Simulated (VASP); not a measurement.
# LiCl: single point with PBEsol

LiCl:

```
Li Cl
1.0
     0.00000    2.69300    2.69300
     2.69300    0.00000    2.69300
     2.69300    2.69300    0.00000
Li Cl
1 1
Cartesian
  0.0000 0.0000 0.0000
  2.6930 2.6930 2.6930
```

This cell differs from its parent crystal: strain +0.050 along x and y, +0.050 along z.

* Program: VASP 6.6.1
* Task: single point
* Functional: PBEsol
* Potentials or basis: VASP PAW PBE potentials, release 64 (Li_sv, Cl)
* Cutoff: 520 eV
* k mesh: 8 × 8 × 8
* Occupations: gaussian, width 0.05 eV
* Spin: no spin polarisation

```json
{
 "Band gap on the k mesh": "5.40 eV"
}
```

Levels at points of the mesh, in eV from the valence-band top:
| k point | band 3 | band 4 | band 5 | band 6 | band 7 | band 8 |
| --- | --- | --- | --- | --- | --- | --- |
| (0.00, 0.00, 0.00) | 0.00 | 0.00 | 0.00 | 5.40 | 11.65 | 11.65 |
| (0.50, 0.00, 0.00) | -2.32 | -0.20 | -0.20 | 6.41 | 9.29 | 9.29 |
| (0.50, 0.50, 0.00) | -2.35 | -0.88 | -0.88 | 7.44 | 8.26 | 11.12 |

It took 20 s on 1 thread of Intel Xeon 8259CL, on a shared host, peak memory 0.15 GiB.

Caveat: the cell differs from its parent crystal (strain +0.050 along x and y, +0.050 along z). A k mesh can miss the band edges.
